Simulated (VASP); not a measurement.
# C (P1) in VASP: notebook

Runs on C. Level: LDA. Tasks: single point.

Everything below comes from runs of VASP 6.6.1. Logs are shortened: lines on timing, memory, paths and dates and some standing lists are left out, and cuts for length are marked.

### 1 The cell of the first run

The typed cell holds 8 atoms: a = 4.134 Å, b = 4.185 Å, c = 4.108 Å, α = 109.34°, β = 109.69°, γ = 108.98°.

### 2 Single point, LDA (atoms moved at random and the cell strained at random)

File INCAR:

```
PREC     = Accurate       # precision mode
ENCUT    = 520            # plane-wave cutoff, eV
EDIFF    = 1E-6           # SCF threshold, eV
ISMEAR   = 0              # smearing method
SIGMA    = 0.05           # smearing width, eV
LREAL    = F              # projectors in reciprocal space
LASPH    = T              # aspherical terms in the spheres
NELM     = 60             # most SCF steps
ALGO     = Normal         # electronic algorithm
ISIF     = 2              # what is computed and relaxed
LWAVE    = F              # write WAVECAR
LCHARG   = F              # write CHGCAR
GGA      = CA             # functional
NBANDS   = 26             # bands
```

File KPOINTS:

```
regular mesh
0
Gamma
  8 8 8
```

File POSCAR:

```
C
1.0
   -2.3818280974      2.3841648237      2.3940778127
    2.4309070186     -2.3788862135      2.4378781237
    2.3644048439      2.3614629600     -2.3887992026
C
8
Direct
    0.3555023168      0.1069882393     -0.0732169470
    0.6664604178      0.6127761930      0.7704530380
    0.0603916118      0.3468409054      0.0443529001
   -0.1290354162     -0.0807620063      0.2161781084
   -0.0505623513      0.6623652772     -0.0341826477
    0.3443928710      0.2899539108      0.3888031044
    0.6871152841      0.0511140105     -0.0118310848
    0.0657352660      0.0107234700      0.6994435285
```

Potentials or basis: VASP PAW LDA potentials, release 64 (C).

The run is started by

```
$ cat potpaw_LDA.64/C/POTCAR > POTCAR
$ mpirun -np 1 vasp_std > vasp.out
```

OUTCAR:

```text
PREC = Accurate
   ENCUT = 520
   EDIFF = 1E-6
   ISMEAR = 0
   LREAL = F
   LASPH = T
   NELM = 60
   ISIF = 2
   GGA = CA

 ion  position               nearest neighbor table
   1  0.356  0.107  0.927-   8 1.07   7 1.42   6 1.82   3 1.90
   2  0.666  0.613  0.770-   5 1.07   6 1.44   4 1.55   7 1.71
   3  0.060  0.347  0.044-   7 1.51   5 1.62   8 1.65   6 1.65   1 1.90
   4  0.871  0.919  0.216-   7 1.38   5 1.43   2 1.55   8 1.72   6 1.76
   5  0.949  0.662  0.966-   2 1.07   4 1.43   3 1.62
   6  0.344  0.290  0.389-   2 1.44   3 1.65   4 1.76   1 1.82
   7  0.687  0.051  0.988-   4 1.38   1 1.42   3 1.51   2 1.71
   8  0.066  0.011  0.699-   1 1.07   3 1.65   4 1.72

  LATTYP: Found a triclinic cell.
 ALAT       =    10.7574833829
 B/A-ratio  =     0.6289121100
 C/A-ratio  =     0.3842793756
 COS(alpha) =     0.0034064379
 COS(beta)  =     0.2599280780
 COS(gamma) =     0.9490628728

  Lattice vectors:

 A1 = (  -0.1155810959,   4.7350705633,  -9.6586332627)
 A2 = (  -0.0665021747,   4.7403491735,  -4.8266773263)
 A3 = (   2.3818280974,  -2.3841648237,  -2.3940778127)

Analysis of symmetry for initial positions (statically):
=====================================================================
 Subroutine PRICEL returns:
 Original cell was already a primitive cell.

 Routine SETGRP: Setting up the symmetry group for a
 triclinic supercell.

 Subroutine GETGRP returns: Found  1 space group operations
 (whereof  1 operations were pure point group operations)
 out of a pool of  2 trial point group operations.

The static configuration has the point symmetry C_1 .

Analysis of symmetry for dynamics (positions and initial velocities):
=====================================================================
 Subroutine PRICEL returns:
 Original cell was already a primitive cell.

 Routine SETGRP: Setting up the symmetry group for a
 triclinic supercell.

 Subroutine GETGRP returns: Found  1 space group operations
 (whereof  1 operations were pure point group operations)
 out of a pool of  2 trial point group operations.

The dynamic configuration has the point symmetry C_1 .

 Subroutine INISYM returns: Found  1 space group operations
 (whereof  1 operations are pure point group operations),
 and found     1 'primitive' translations

----------------------------------------------------------------------------------------

                                     Primitive cell

  volume of cell :      54.9733

  direct lattice vectors                    reciprocal lattice vectors
    -2.381828097  2.384164824  2.394077813    -0.001351154  0.210485358  0.206739311
     2.430907019 -2.378886213  2.437878124     0.206442261  0.000530073  0.204858085
     2.364404844  2.361462960 -2.388799203     0.209329568  0.211491438 -0.002357234

  length of vectors
     4.133878997  4.184693334  4.107709728     0.295037378  0.290835904  0.297578650

  position of ions in fractional coordinates (direct lattice)
     0.355502317  0.106988239  0.926783053
     0.666460418  0.612776193  0.770453038
     0.060391612  0.346840905  0.044352900
     0.870964584  0.919237994  0.216178108
     0.949437649  0.662365277  0.965817352
     0.344392871  0.289953911  0.388803104
     0.687115284  0.051114011  0.988168915
     0.065735266  0.010723470  0.699443528

  ion indices of the primitive-cell ions
   primitive index   ion index
                 1           1
                 2           2
                 3           3
                 4           4
                 5           5
                 6           6
                 7           7
                 8           8

----------------------------------------------------------------------------------------

 KPOINTS: regular mesh

Automatic generation of k-mesh.
 Grid dimensions read from file:
 generate k-points for:    8    8    8

 Generating k-lattice:

  Cartesian coordinates                     Fractional coordinates (reciprocal lattice)
    -0.000168894  0.026310670  0.025842414     0.125000000  0.000000000  0.000000000
     0.025805283  0.000066259  0.025607261     0.000000000  0.125000000 -0.000000000
     0.026166196  0.026436430 -0.000294654     0.000000000 -0.000000000  0.125000000

  Length of vectors
     0.036879672  0.036354488  0.037197331

  Shift w.r.t. Gamma in fractional coordinates (k-lattice)
     0.000000000  0.000000000  0.000000000

 Subroutine IBZKPT returns following result:
 ===========================================

 Found    260 irreducible k-points:

 Following reciprocal coordinates:
            Coordinates               Weight
  0.000000  0.000000  0.000000      1.000000
  0.125000  0.000000  0.000000      2.000000
  0.250000  0.000000  0.000000      2.000000
  0.375000  0.000000  0.000000      2.000000
  0.500000  0.000000  0.000000      1.000000
  0.000000  0.125000  0.000000      2.000000
[... 16 lines left out ...]
  0.125000  0.375000  0.000000      2.000000
  0.250000  0.375000  0.000000      2.000000
 [... further k-points ...]
   k-points           NKPTS =    260   k-points in BZ     NKDIM =    260   number of bands    NBANDS=     26
   number of dos      NEDOS =    301   number of ions     NIONS =      8
   total plane-waves  NPLWV =  32768
   dimension x,y,z NGX =    32 NGY =   32 NGZ =   32
   dimension x,y,z NGXF=    64 NGYF=   64 NGZF=   64
   ions per type =               8
   NGX,Y,Z   is equivalent  to a cutoff of  12.87, 12.71, 12.95 a.u.
   NGXF,Y,Z  is equivalent  to a cutoff of  25.74, 25.43, 25.90 a.u.
 SYSTEM =  unknown system
   PREC   = accura    normal or accurate (medium, high low for compatibility)
   ISTART =      0    job   : 0-new  1-cont  2-samecut
   ICHARG =      2    charge: 1-file 2-atom 10-const
   ISPIN  =      1    spin polarized calculation?
   LNONCOLLINEAR =      F non collinear calculations
   LSORBIT =      F    spin-orbit coupling
   LASPH  =      T    aspherical Exc in radial PAW
   ENCUT  =  520.0 eV  38.22 Ry    6.18 a.u.   7.69  7.78  7.64*2*pi/ulx,y,z
   NELM   =     60;   NELMIN=  2; NELMDL= -5     # of ELM steps
   EDIFF  = 0.1E-05   stopping-criterion for ELM
   LREAL  =      F    real-space projection
   EDIFFG = 0.1E-04   stopping-criterion for IOM
   NSW    =      0    number of steps for IOM
   IBRION =     -1    ionic relax: 0-MD 1-quasi-New 2-CG
   NFREE  =      0    steps in history (QN), initial steepest desc. (CG)
   ISIF   =      2    stress and relaxation
   ISYM   =      2    0-nonsym 1-usesym 2-fastsym
   POTIM  = 0.5000    time-step for ionic-motion
   TEBEG  =    0.0;   TEEND  =   0.0 temperature during run
   PSTRESS=    0.0 pullay stress
   NELECT =      32.0000    total number of electrons
   NUPDOWN=      -1.0000    fix difference up-down
   EMIN   =  10.00;   EMAX   =-10.00  energy-range for DOS
   EFERMI =   0.00;   METHOD = LEGACY
   ISMEAR =     0;   SIGMA  =   0.05  broadening in eV -4-tet -1-fermi 0-gaus
   EFERMI_NEDOS =   21; number of points for ismear=-14 and -15
   IALGO  =     38    algorithm
   IMIX   =      4    mixing-type and parameters
     AMIX     =   0.40;   BMIX     =  1.00
     AMIX_MAG =   1.60;   BMIX_MAG =  1.00
  volume/ion in A,a.u.               =       6.87        46.37
  Fermi-wavevector in a.u.,A,eV,Ry     =   1.366913  2.583091 25.421816  1.868451
  Thomas-Fermi vector in A             =   2.493012
   LORBIT       =      0    0 simple, 1 ext, 2 COOP (PROOUT), +10 PAW based schemes
   GGA     = CA    functional components
   LHFCALC =     F    Hartree Fock is set to
   AEXX    =    0.0000 exact exchange contribution
   IVDW    =     0    specifies the selected vdW correction
   LEPSILON=     F    determine dielectric tensor
   LRPA    =     F    only Hartree local field effects (RPA)
 non-spin polarized calculation
 Gauss-broadening in eV      SIGMA  =   0.05
  energy-cutoff  :      520.00
  volume of cell :       54.97
 maximum number of plane-waves:      1494
   NGX = 15   NGY = 15   NGZ = 15

 number of electron      32.0000001 magnetization

 Free energy of the ion-electron system (eV)
  ---------------------------------------------------
  ext. energy  EPLUGINS =         0.00000000
  ---------------------------------------------------
  free energy    TOTEN  =       -58.21217332 eV

  energy without entropy =      -58.21159631  energy(sigma->0) =      -58.21188482

 E-fermi :   8.1551     XC(G=0): -12.1332

 val. band max:        8.1491972318   @ k =   0.0000  -0.3750   0.3750
 cond. band min:       8.1694149635   @ k =   0.5000  -0.1250   0.1250
 fundamental gap:      0.0202177317
 Fermi energy:         8.1550571817

 k-point     1 :       0.0000    0.0000    0.0000
  band No.  band energies     occupation
      1     -15.3799      2.00000
      2     -10.5382      2.00000
      3      -7.3991      2.00000
      4      -5.9325      2.00000
      5      -5.2372      2.00000
      6      -4.3091      2.00000
[... 18 lines left out ...]
     25      15.9140      0.00000
     26      17.7714      0.00000

 k-point     2 :       0.1250    0.0000    0.0000
  band No.  band energies     occupation
      1     -15.3091      2.00000
      2     -10.6514      2.00000
      3      -7.6147      2.00000
      4      -6.0465      2.00000
      5      -5.4159      2.00000
      6      -4.2509      2.00000
[... 18 lines left out ...]
     25      15.9749      0.00000
     26      17.5551      0.00000

 k-point     3 :       0.2500    0.0000    0.0000
  band No.  band energies     occupation
      1     -15.1223      2.00000
      2     -10.9503      2.00000
      3      -8.0095      2.00000
      4      -6.3769      2.00000
      5      -5.5569      2.00000
      6      -4.1380      2.00000
[... 572 lines left out ...]
 k-point    23 :       0.1250    0.3750    0.0000
  band No.  band energies     occupation
      1     -14.7285      2.00000
      2     -11.7117      2.00000
      3      -8.5402      2.00000
      4      -6.5296      2.00000
      5      -5.1089      2.00000
      6      -3.5368      2.00000
[... 18 lines left out ...]
     25      16.4370      0.00000
     26      18.1199      0.00000

 k-point    24 :       0.2500    0.3750    0.0000
  band No.  band energies     occupation
      1     -14.6766      2.00000
      2     -11.5914      2.00000
      3      -9.1016      2.00000
      4      -6.6077      2.00000
      5      -4.6678      2.00000
      6      -3.0306      2.00000
[... 18 lines left out ...]
     25      16.3814      0.00000
     26      18.3794      0.00000

 [... further k-points ...]

------------------------ aborting loop because EDIFF is reached ----------------------------------------

  FORCE on cell =-STRESS in cart. coord.  units (eV):
  Direction    XX          YY          ZZ          XY          YZ          ZX
  --------------------------------------------------------------------------------------
  -------------------------------------------------------------------------------------
  Total        3.8594665     59.6730432     22.3311094     -0.4414149     22.0346219     -1.5717379
  in kB      112.4827361   1739.1489473    650.8319890    -12.8648741    642.1909696    -45.8077247
  external PRESSURE =     834.1545575 kB  Pullay stress =       0.0000000 kB

 VOLUME and BASIS-vectors are now :
 -----------------------------------------------------------------------------
  energy-cutoff  :      520.00
  volume of cell :       54.97
      direct lattice vectors                 reciprocal lattice vectors
    -2.381828097  2.384164824  2.394077813    -0.001351154  0.210485358  0.206739311
     2.430907019 -2.378886213  2.437878124     0.206442261  0.000530073  0.204858085
     2.364404844  2.361462960 -2.388799203     0.209329568  0.211491438 -0.002357234

 POSITION                                       TOTAL-FORCE (eV/Angst)
 -----------------------------------------------------------------------------------
      1.60462      2.78163     -1.10197         0.481420     31.599762      9.698773
      1.72387      1.95062      1.24897        -2.119235    -32.010454    -10.596972
      0.80416     -0.57637      0.88419        -0.331531     -3.091178     -1.017053
      0.67123      0.40026      3.80974         4.423073     10.797522      1.021168
      1.63233      2.96867      1.58065        -4.191268     31.355072      2.887609
      0.80385      1.04947      0.60260         0.494502     -4.635300      3.590825
      0.82409      3.85013     -0.59092         0.739530     -3.069271     -0.461665
      1.52327      1.78292     -1.48731         0.503508    -30.946153     -5.122685
 -----------------------------------------------------------------------------------
    total drift:                               -0.000223      0.000350      0.000292

  FREE ENERGIE OF THE ION-ELECTRON SYSTEM (eV)
  ---------------------------------------------------
  free  energy   TOTEN  =       -58.2121733202 eV

  energy  without entropy=      -58.2115963106  energy(sigma->0) =      -58.21188482
```

Wall time 5.9 min (1 thread of Intel Xeon 8259CL, shared host); peak memory 0.33 GiB.

Results:

| Item | Value |
| --- | --- |
| Free energy | -58.2122 eV |
| Pressure | 83.4 GPa |
| Largest force | 33.785 eV/Å |
| Band gap on the k mesh | zero (bands 16 and 17 overlap by 0.17 eV) |

Forces on the atoms (eV/Å):
```
C     0.481  31.600   9.699
C    -2.119 -32.010 -10.597
C    -0.332  -3.091  -1.017
C     4.423  10.798   1.021
C    -4.191  31.355   2.888
C     0.495  -4.635   3.591
C     0.740  -3.069  -0.462
C     0.504 -30.946  -5.123
```

Caveat: the cell differs from its parent crystal (atoms moved at random and the cell strained at random); the stress differs along the axes, from 11 to 174 GPa; forces of over 1 eV/Å act on the atoms, so gaps and moduli don't describe the material at rest.

[end of part 1 of 2]

The gap in the log of VASP goes by the Fermi energy; the results here count the filled bands.